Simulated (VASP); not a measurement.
**GaP: single point with PBEsol**

The system is GaP.

```
Ga P
1.0
     0.00000    2.69252    2.84021
     2.84021    0.00000    2.84021
     2.84021    2.69252    0.00000
Ga P
1 1
Direct
  0.00000 0.00000 0.00000
  0.75000 0.75000 0.75000
```

This cell differs from its parent crystal: volume 21.720 Å^3 an atom, c/a of the conventional cell 0.9480.

```yaml
Program: VASP 6.6.1
Task: single point
Functional: PBEsol
Potentials_or_basis: VASP PAW PBE potentials, release 64 (Ga_d, P)
Cutoff: 520 eV
k_mesh: 10 × 10 × 10
Occupations: gaussian, width 0.05 eV
Spin: no spin polarisation
Dipole_correction: no
Further_INCAR_settings: ALGO = Normal; EDIFF = 1e-06; NBANDS = 16
```

```
Pressure               : -5.6 GPa
Band gap on the k mesh : 0.99 eV, direct
```

Stress tensor (GPa, compression positive):
```
-6.79  0.00  0.00
 0.00 -3.23  0.00
 0.00  0.00 -6.79
```

Levels at points of the mesh, in eV from the valence-band top:
| k point | band 5 | band 6 | band 7 | band 8 | band 9 | band 10 | band 11 | band 12 | band 13 | band 14 |
| --- | --- | --- | --- | --- | --- | --- | --- | --- | --- | --- |
| (0.00, 0.00, 0.00) | -14.53 | -12.18 | -0.26 | -0.26 | 0.00 | 0.99 | 3.60 | 3.72 | 3.72 | 8.09 |
| (0.50, 0.00, 0.00) | -14.52 | -10.31 | -6.48 | -1.40 | -1.01 | 1.15 | 4.30 | 4.73 | 7.80 | 10.00 |
| (0.50, 0.50, 0.00) | -14.52 | -9.57 | -6.76 | -2.54 | -2.51 | 1.60 | 1.77 | 9.65 | 9.75 | 10.08 |
| (0.50, 0.00, 0.50) | -14.50 | -9.36 | -6.44 | -2.87 | -2.87 | 1.27 | 1.28 | 9.83 | 9.83 | 10.55 |

Run time: 73 s on 1 thread of Intel(R) Xeon(R) Platinum 8259CL CPU @ 2.50GHz (Skylake/Cascade Lake), with other jobs on the host, peak memory 0.21 GiB.

Caveat: the PAW data sets were made with another functional, which shifts forces and pressure a little. A k mesh can miss the band edges.
